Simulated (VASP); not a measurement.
# GeSb4Te4 (P3m1) in VASP: a series of runs

Runs on GeSb4Te4. Level: PBE. Tasks: single point.

All numbers are computed with VASP 6.6.1; they aren't measurements. Logs are shortened: lines on timing, memory, paths and dates and some standing lists are left out, and cuts for length are marked.

## Step 1: The cell of the first run

It takes space group P3m1 (No. 156, trigonal). The conventional cell has a = 4.330 Å, b = 4.330 Å, c = 19.149 Å, α = 90.00°, β = 90.00°, γ = 120.00°. Within 4.0 Å of Ge (site symmetry 3m) lie 6 Te at 3.01 Å. Sb (site symmetry 3m) has 3 Sb at 2.94 Å within 3.9 Å. Within 3.9 Å of Sb (site symmetry 3m) lie 3 Sb at 2.94 Å and 3 Te at 3.64 Å. Sb (site symmetry 3m) has 6 Te at 3.03 to 3.21 Å within 4.0 Å. Sb (site symmetry 3m) has 6 Te at 3.03 to 3.21 Å within 4.0 Å. Te (site symmetry 3m) has 3 Ge at 3.01 Å and 3 Sb at 3.21 Å within 4.0 Å. Te (site symmetry 3m) has 3 Ge at 3.01 Å and 3 Sb at 3.21 Å within 4.0 Å. Within 4.0 Å of Te (site symmetry 3m) lie 3 Sb at 3.03 Å.

## Step 2: Single point, PBE

INCAR reads:

```
  PREC = Accurate
  ENCUT = 520
  EDIFF = 1E-6
  ISMEAR = 0
  SIGMA = 0.03
  LREAL = F
  LASPH = T
  NELM = 100
  ALGO = Normal
  ISIF = 2
  LWAVE = F
  LCHARG = T
  GGA = PE
  LELF = T
  LVHAR = T
  NBANDS = 39
```

KPOINTS reads:

```
regular mesh
0
Gamma
  9 9 2
```

POSCAR reads:

```
GeSb4Te4
1.0
   -4.3299846501      0.0000000000      0.0000000000
   -2.1649923251     -3.7498767050      0.0000000000
    0.0000000000      0.0000000000     19.1486093019
Ge Sb Te
1 4 4
Direct
    0.0000000000      0.0000000000      0.3511084073
    0.3333333333      0.3333333333      0.8525857748
    0.6666666667      0.6666666667      0.7712963693
    0.6666666667      0.6666666667      0.1582668505
    0.3333333333      0.3333333333      0.5439499641
    0.3333333333      0.3333333333      0.2631063997
    0.6666666667      0.6666666667      0.4391104149
    1.0000000000      1.0000000000      0.0690481376
    0.0000000000      0.0000000000      0.6331686769
```

Potentials or basis: VASP PAW PBE potentials, release 64 (Ge_d, Sb, Te).

On the command line:

```sh
> cat potpaw_PBE.64/Ge_d/POTCAR potpaw_PBE.64/Sb/POTCAR potpaw_PBE.64/Te/POTCAR > POTCAR
> mpirun -np 1 vasp_std > vasp.out
```

OUTCAR:

```text
PREC = Accurate
   ENCUT = 520
   EDIFF = 1E-6
   ISMEAR = 0
   LREAL = F
   LASPH = T
   NELM = 100
   ISIF = 2
   GGA = PE

 ion  position               nearest neighbor table
   1  0.000  0.000  0.351-   7 3.01   6 3.01   7 3.01   6 3.01   7 3.01   6 3.01
   2  0.333  0.333  0.853-   3 2.94   3 2.94   3 2.94
   3  0.667  0.667  0.771-   2 2.94   2 2.94   2 2.94   9 3.64   9 3.64   9 3.64
   4  0.667  0.667  0.158-   8 3.03   8 3.03   8 3.03   6 3.21   6 3.21   6 3.21
   5  0.333  0.333  0.544-   9 3.03   9 3.03   9 3.03   7 3.21   7 3.21   7 3.21
   6  0.333  0.333  0.263-   1 3.01   1 3.01   1 3.01   4 3.21   4 3.21   4 3.21
   7  0.667  0.667  0.439-   1 3.01   1 3.01   1 3.01   5 3.21   5 3.21   5 3.21
   8  0.000  0.000  0.069-   4 3.03   4 3.03   4 3.03
   9  0.000  0.000  0.633-   5 3.03   5 3.03   5 3.03   3 3.64   3 3.64   3 3.64

  LATTYP: Found a hexagonal cell.
 ALAT       =     4.3299846501
 C/A-ratio  =     4.4223272942

  Lattice vectors:

 A1 = (   2.1649923251,   3.7498767050,   0.0000000000)
 A2 = (  -4.3299846501,   0.0000000000,   0.0000000000)
 A3 = (   0.0000000000,   0.0000000000,  19.1486093019)

Analysis of symmetry for initial positions (statically):
=====================================================================
 Subroutine PRICEL returns:
 Original cell was already a primitive cell.

 Routine SETGRP: Setting up the symmetry group for a
 hexagonal supercell.

 Subroutine GETGRP returns: Found  6 space group operations
 (whereof  6 operations were pure point group operations)
 out of a pool of 24 trial point group operations.

The static configuration has the point symmetry C_3v.

Analysis of symmetry for dynamics (positions and initial velocities):
=====================================================================
 Subroutine PRICEL returns:
 Original cell was already a primitive cell.

 Routine SETGRP: Setting up the symmetry group for a
 hexagonal supercell.

 Subroutine GETGRP returns: Found  6 space group operations
 (whereof  6 operations were pure point group operations)
 out of a pool of 24 trial point group operations.

The dynamic configuration has the point symmetry C_3v.

 Subroutine INISYM returns: Found  6 space group operations
 (whereof  6 operations are pure point group operations),
 and found     1 'primitive' translations

----------------------------------------------------------------------------------------

                                     Primitive cell

  volume of cell :     310.9142

  direct lattice vectors                    reciprocal lattice vectors
    -4.329984650  0.000000000  0.000000000    -0.230947701  0.133337717  0.000000000
    -2.164992325 -3.749876705  0.000000000     0.000000000 -0.266675435  0.000000000
     0.000000000  0.000000000 19.148609302     0.000000000  0.000000000  0.052223114

  length of vectors
     4.329984650  4.329984650 19.148609302     0.266675435  0.266675435  0.052223114

  position of ions in fractional coordinates (direct lattice)
     0.000000000  0.000000000  0.351108407
     0.333333333  0.333333333  0.852585775
     0.666666667  0.666666667  0.771296369
     0.666666667  0.666666667  0.158266850
     0.333333333  0.333333333  0.543949964
     0.333333333  0.333333333  0.263106400
     0.666666667  0.666666667  0.439110415
     0.000000000  0.000000000  0.069048138
     0.000000000  0.000000000  0.633168677

  ion indices of the primitive-cell ions
   primitive index   ion index
                 1           1
                 2           2
                 3           3
                 4           4
                 5           5
                 6           6
                 7           7
                 8           8
                 9           9

----------------------------------------------------------------------------------------

 KPOINTS: regular mesh

Automatic generation of k-mesh.
 Grid dimensions read from file:
 generate k-points for:    9    9    2

 Generating k-lattice:

  Cartesian coordinates                     Fractional coordinates (reciprocal lattice)
    -0.025660856  0.014815302  0.000000000     0.111111111  0.000000000  0.000000000
     0.000000000 -0.029630604  0.000000000     0.000000000  0.111111111  0.000000000
     0.000000000  0.000000000  0.026111557     0.000000000  0.000000000  0.500000000

  Length of vectors
     0.029630604  0.029630604  0.026111557

  Shift w.r.t. Gamma in fractional coordinates (k-lattice)
     0.000000000  0.000000000  0.000000000

 Subroutine IBZKPT returns following result:
 ===========================================

 Found     24 irreducible k-points:

 Following reciprocal coordinates:
            Coordinates               Weight
  0.000000  0.000000  0.000000      1.000000
  0.111111 -0.000000  0.000000      6.000000
  0.222222 -0.000000  0.000000      6.000000
  0.333333 -0.000000  0.000000      6.000000
  0.444444 -0.000000  0.000000      6.000000
  0.222222  0.111111  0.000000      6.000000
[... 16 lines left out ...]
 -0.444444  0.222222  0.500000     12.000000
 -0.333333  0.333333  0.500000      2.000000
   k-points           NKPTS =     24   k-points in BZ     NKDIM =     24   number of bands    NBANDS=     39
   number of dos      NEDOS =    301   number of ions     NIONS =      9
   total plane-waves  NPLWV = 147456
   dimension x,y,z NGX =    32 NGY =   32 NGZ =  144
   dimension x,y,z NGXF=    64 NGYF=   64 NGZF=  288
   ions per type =               1   4   4
   NGX,Y,Z   is equivalent  to a cutoff of  12.29, 12.29, 12.50 a.u.
   NGXF,Y,Z  is equivalent  to a cutoff of  24.57, 24.57, 25.00 a.u.
 SYSTEM =  unknown system
   PREC   = accura    normal or accurate (medium, high low for compatibility)
   ISTART =      0    job   : 0-new  1-cont  2-samecut
   ICHARG =      2    charge: 1-file 2-atom 10-const
   ISPIN  =      1    spin polarized calculation?
   LNONCOLLINEAR =      F non collinear calculations
   LSORBIT =      F    spin-orbit coupling
   LASPH  =      T    aspherical Exc in radial PAW
   ENCUT  =  520.0 eV  38.22 Ry    6.18 a.u.   8.05  8.05 35.60*2*pi/ulx,y,z
   NELM   =    100;   NELMIN=  2; NELMDL= -5     # of ELM steps
   EDIFF  = 0.1E-05   stopping-criterion for ELM
   LREAL  =      F    real-space projection
   EDIFFG = 0.1E-04   stopping-criterion for IOM
   NSW    =      0    number of steps for IOM
   IBRION =     -1    ionic relax: 0-MD 1-quasi-New 2-CG
   NFREE  =      0    steps in history (QN), initial steepest desc. (CG)
   ISIF   =      2    stress and relaxation
   ISYM   =      2    0-nonsym 1-usesym 2-fastsym
   POTIM  = 0.5000    time-step for ionic-motion
   TEBEG  =    0.0;   TEEND  =   0.0 temperature during run
   PSTRESS=    0.0 pullay stress
   NELECT =      58.0000    total number of electrons
   NUPDOWN=      -1.0000    fix difference up-down
   EMIN   =  10.00;   EMAX   =-10.00  energy-range for DOS
   EFERMI =   0.00;   METHOD = LEGACY
   ISMEAR =     0;   SIGMA  =   0.03  broadening in eV -4-tet -1-fermi 0-gaus
   EFERMI_NEDOS =   21; number of points for ismear=-14 and -15
   IALGO  =     38    algorithm
   IMIX   =      4    mixing-type and parameters
     AMIX     =   0.40;   BMIX     =  1.00
     AMIX_MAG =   1.60;   BMIX_MAG =  1.00
  volume/ion in A,a.u.               =      34.55       233.13
  Fermi-wavevector in a.u.,A,eV,Ry     =   0.935414  1.767677 11.905095  0.875000
  Thomas-Fermi vector in A             =   2.062319
   LORBIT       =      0    0 simple, 1 ext, 2 COOP (PROOUT), +10 PAW based schemes
   GGA     = PE    functional components
   LHFCALC =     F    Hartree Fock is set to
   AEXX    =    0.0000 exact exchange contribution
   IVDW    =     0    specifies the selected vdW correction
   LEPSILON=     F    determine dielectric tensor
   LRPA    =     F    only Hartree local field effects (RPA)
 non-spin polarized calculation
 Gauss-broadening in eV      SIGMA  =   0.03
  energy-cutoff  :      520.00
  volume of cell :      310.91
 maximum number of plane-waves:      8418
   NGX = 17   NGY = 17   NGZ = 71

 number of electron      57.9999986 magnetization

 Free energy of the ion-electron system (eV)
  ---------------------------------------------------
  ext. energy  EPLUGINS =         0.00000000
  ---------------------------------------------------
  free energy    TOTEN  =       -34.30510931 eV

  energy without entropy =      -34.30505052  energy(sigma->0) =      -34.30507992

 E-fermi :   5.4424     XC(G=0):  -8.7874

 val. band max:        5.4086384845   @ k =   0.0000   0.0000   0.0000
 cond. band min:       5.4762054429   @ k =   0.0000   0.0000   0.0000
 fundamental gap:      0.0675669584
 Fermi energy:         5.4424219633

 k-point     1 :       0.0000    0.0000    0.0000
  band No.  band energies     occupation
      1     -19.6595      2.00000
      2     -19.6595      2.00000
      3     -19.6559      2.00000
      4     -19.6538      2.00000
      5     -19.6538      2.00000
      6      -7.6913      2.00000
[... 31 lines left out ...]
     38       7.1827      0.00000
     39       7.5526      0.00000

 k-point     2 :       0.1111   -0.0000    0.0000
  band No.  band energies     occupation
      1     -19.6598      2.00000
      2     -19.6594      2.00000
      3     -19.6558      2.00000
      4     -19.6539      2.00000
      5     -19.6537      2.00000
      6      -7.5848      2.00000
[... 913 lines left out ...]
     38       8.8026      0.00000
     39       9.2297      0.00000

 k-point    24 :      -0.3333    0.3333    0.5000
  band No.  band energies     occupation
      1     -19.6604      2.00000
      2     -19.6604      2.00000
      3     -19.6546      2.00000
      4     -19.6532      2.00000
      5     -19.6532      2.00000
      6      -5.8107      2.00000
[... 31 lines left out ...]
     38       8.8999      0.00000
     39       9.6618      0.00000

------------------------ aborting loop because EDIFF is reached ----------------------------------------

  FORCE on cell =-STRESS in cart. coord.  units (eV):
  Direction    XX          YY          ZZ          XY          YZ          ZX
  --------------------------------------------------------------------------------------
  -------------------------------------------------------------------------------------
  Total       -1.1072290     -1.1072290     -0.2628308     -0.0000000     -0.0000000      0.0000000
  in kB       -5.7056805     -5.7056805     -1.3543978     -0.0000000     -0.0000000      0.0000000
  external PRESSURE =      -4.2552530 kB  Pullay stress =       0.0000000 kB

 VOLUME and BASIS-vectors are now :
 -----------------------------------------------------------------------------
  energy-cutoff  :      520.00
  volume of cell :      310.91
      direct lattice vectors                 reciprocal lattice vectors
    -4.329984650  0.000000000  0.000000000    -0.230947701  0.133337717  0.000000000
    -2.164992325 -3.749876705  0.000000000     0.000000000 -0.266675435  0.000000000
     0.000000000  0.000000000 19.148609302     0.000000000  0.000000000  0.052223114

 POSITION                                       TOTAL-FORCE (eV/Angst)
 -----------------------------------------------------------------------------------
      0.00000      0.00000      6.72324         0.000000      0.000000     -0.014918
     -2.16499     -1.24996     16.32583        -0.000000      0.000000      0.063792
     -4.32998     -2.49992     14.76925        -0.000000     -0.000000     -0.044365
     -4.32998     -2.49992      3.03059         0.000000      0.000000     -0.119880
     -2.16499     -1.24996     10.41589        -0.000000      0.000000     -0.019606
     -2.16499     -1.24996      5.03812         0.000000     -0.000000      0.000965
     -4.32998     -2.49992      8.40835        -0.000000      0.000000      0.030730
      0.00000      0.00000      1.32218        -0.000000     -0.000000      0.071547
      0.00000      0.00000     12.12430         0.000000      0.000000      0.031734
 -----------------------------------------------------------------------------------
    total drift:                                0.000000      0.000000      0.001062

  FREE ENERGIE OF THE ION-ELECTRON SYSTEM (eV)
  ---------------------------------------------------
  free  energy   TOTEN  =       -34.3051093142 eV

  energy  without entropy=      -34.3050505225  energy(sigma->0) =      -34.30507992
```

It took 11 min on 1 thread of Oxide Virtual Turin-like, shared host; peak memory 0.53 GiB.

Results:

```yaml
Free_energy: -34.3051 eV
Pressure: -0.4 GPa
Largest_force: 0.120 eV/Å
Band_gap_on_the_k_mesh: 0.07 eV, direct
```

Forces on the atoms (eV/Å):
```
Ge   0.000  0.000 -0.015
Sb   0.000  0.000  0.064
Sb   0.000  0.000 -0.044
Sb   0.000  0.000 -0.120
Sb   0.000  0.000 -0.020
Te   0.000  0.000  0.001
Te   0.000  0.000  0.031
Te   0.000  0.000  0.072
Te   0.000  0.000  0.032
```

Caveat: spin-orbit coupling is left out, which moves the levels of the heavy elements; this functional lacks dispersion, which binds the layers, so the pressure and a relaxed spacing across them are unreliable. A k mesh can miss the band edges.

## Step 3: Single point, PBE

This run uses another cell than the first one, of 35.45 Å³/atom, 1.026 times its volume.

INCAR reads:

```
  PREC = Accurate
  ENCUT = 520
  EDIFF = 1E-6
  ISMEAR = 0
  SIGMA = 0.03
  LREAL = F
  LASPH = T
  NELM = 60
  ALGO = Normal
  ISIF = 2
  LWAVE = F
  LCHARG = F
  GGA = PE
  NBANDS = 39
```

KPOINTS is that of step 2.

POSCAR reads:

```
GeSb4Te4
1.0
   -4.3299846501      0.0000000000      0.0000000000
   -2.1649923251     -3.7498767050      0.0000000000
    0.0000000000      0.0000000000     19.6486093019
Ge Sb Te
1 4 4
Direct
    0.0000000000      0.0000000000      0.3421737188
    0.3333333333      0.3333333333      0.8308899448
    0.6666666667      0.6666666667      0.7516691184
    0.6666666667      0.6666666667      0.1542394191
    0.3333333333      0.3333333333      0.5301080184
    0.3333333333      0.3333333333      0.2564111065
    0.6666666667      0.6666666667      0.4279363311
    1.0000000000      1.0000000000      0.0672910632
    0.0000000000      0.0000000000      0.6170563743
```

Potentials or basis: VASP PAW PBE potentials, release 64 (Ge_d, Sb, Te).

On the command line:

```sh
> cat potpaw_PBE.64/Ge_d/POTCAR potpaw_PBE.64/Sb/POTCAR potpaw_PBE.64/Te/POTCAR > POTCAR
> mpirun -np 1 vasp_std > vasp.out
```

It took 12 min on 1 thread of Oxide Virtual Turin-like, shared host; peak memory 0.54 GiB.

Results (log left out):

```
Free energy            : -34.2916 eV
Pressure               : -0.4 GPa
Largest force          : 0.131 eV/Å
Band gap on the k mesh : 0.17 eV, direct
```

Forces on the atoms (eV/Å):
```
Ge   0.000  0.000 -0.014
Sb   0.000  0.000  0.049
Sb   0.000  0.000 -0.047
Sb   0.000  0.000 -0.131
Sb   0.000  0.000 -0.017
Te   0.000  0.000  0.003
Te   0.000  0.000  0.029
Te   0.000  0.000  0.098
Te   0.000  0.000  0.030
```

Stress tensor (GPa, compression positive):
```
-0.59  0.00  0.00
 0.00 -0.59  0.00
 0.00  0.00 -0.09
```

Levels at points of the mesh, in eV from the valence-band top:
```tsv
k point	band 26	band 27	band 28	band 29	band 30	band 31	band 32	band 33
(0.00, 0.00, 0.00)	-0.97	-0.96	-0.96	0.00	0.17	0.37	0.37	0.82
(0.00, 0.00, 0.50)	-0.96	-0.96	-0.90	-0.08	0.25	0.38	0.38	0.80
```

Caveat: spin-orbit coupling is left out, which moves the levels of the heavy elements; this functional lacks dispersion, which binds the layers, so the pressure and a relaxed spacing across them are unreliable. A k mesh can miss the band edges.

## Step 4: Single point, PBE

This run uses another cell than the first one, of 37.25 Å³/atom, 1.078 times its volume.

INCAR reads:

```
SYSTEM = GeSb4Te4
ALGO = Normal
EDIFF = 1E-6
ENCUT = 520
GGA = PE
ISIF = 2
ISMEAR = 0
LASPH = .True.
LCHARG = .False.
LREAL = .False.
LWAVE = .False.
NBANDS = 39
NELM = 60
PREC = Accurate
SIGMA = 0.03
```

KPOINTS reads:

```
k-points
0
Gamma
  9 9 2
  0 0 0
```

POSCAR reads:

```
GeSb4Te4
1.0
   -4.3299846501      0.0000000000      0.0000000000
   -2.1649923251     -3.7498767050      0.0000000000
    0.0000000000      0.0000000000     20.6486093019
Ge Sb Te
1 4 4
Direct
    0.0000000000      0.0000000000      0.3256024469
    0.3333333333      0.3333333333      0.7906504336
    0.6666666667      0.6666666667      0.7152662252
    0.6666666667      0.6666666667      0.1467696948
    0.3333333333      0.3333333333      0.5044351990
    0.3333333333      0.3333333333      0.2439932675
    0.6666666667      0.6666666667      0.4072116263
    1.0000000000      1.0000000000      0.0640321966
    0.0000000000      0.0000000000      0.5871726972
```

On the command line:

```sh
> cat potpaw_PBE.64/Ge_d/POTCAR potpaw_PBE.64/Sb/POTCAR potpaw_PBE.64/Te/POTCAR > POTCAR
> mpirun -np 1 vasp_std > vasp.out
```

It took 11 min on 1 thread of Oxide Virtual Turin-like, shared host; peak memory 0.56 GiB.

It converged, with:

```yaml
Free_energy: -34.2799 eV
Pressure: -0.4 GPa
Largest_force: 0.138 eV/Å
Band_gap_on_the_k_mesh: 0.25 eV, direct
```

Forces on the atoms (eV/Å):
```
Ge   0.000  0.000 -0.013
Sb   0.000  0.000  0.040
Sb   0.000  0.000 -0.047
Sb   0.000  0.000 -0.138
Sb   0.000  0.000 -0.015
Te   0.000  0.000  0.003
Te   0.000  0.000  0.027
Te   0.000  0.000  0.115
Te   0.000  0.000  0.029
```

Stress tensor (GPa, compression positive):
```
-0.58  0.00  0.00
 0.00 -0.58  0.00
 0.00  0.00 -0.05
```

Levels at points of the mesh, in eV from the valence-band top:
```csv
k point,band 27,band 28,band 29,band 30,band 31,band 32
"(0.00, 0.00, 0.00)",-0.88,-0.86,0.00,0.25,0.45,0.45
"(0.00, 0.00, 0.50)",-0.88,-0.83,-0.03,0.28,0.45,0.45
```

Caveat: spin-orbit coupling is left out, which moves the levels of the heavy elements. A k mesh can miss the band edges.

## Step 5: Overview

```tsv
cell	gap on the mesh (eV)	pressure (GPa)	largest force (eV/Å)
a = 4.330, b = 4.330, c = 19.149 Å, angles 90.0, 90.0, 60.0°, 9 atoms	0.07	-0.4	0.12
a = 4.330, b = 4.330, c = 19.649 Å, angles 90.0, 90.0, 60.0°, 9 atoms	0.17	-0.4	0.13
a = 4.330, b = 4.330, c = 20.649 Å, angles 90.0, 90.0, 60.0°, 9 atoms	0.25	-0.4	0.14
```

Alike in all rows: task single point; level PBE; potentials or basis VASP PAW PBE potentials, release 64 (Ge_d, Sb, Te); no spin polarisation; k mesh 9 × 9 × 2; cutoff (eV) 520; smearing gaussian 0.03 eV.

Caveats: spin-orbit coupling is left out, which moves the levels of the heavy elements; this functional lacks dispersion, which binds the layers, so the pressure and a relaxed spacing across them are unreliable (some runs).

Total energies depend on the potentials used, so only differences within one code and one set of settings carry meaning.
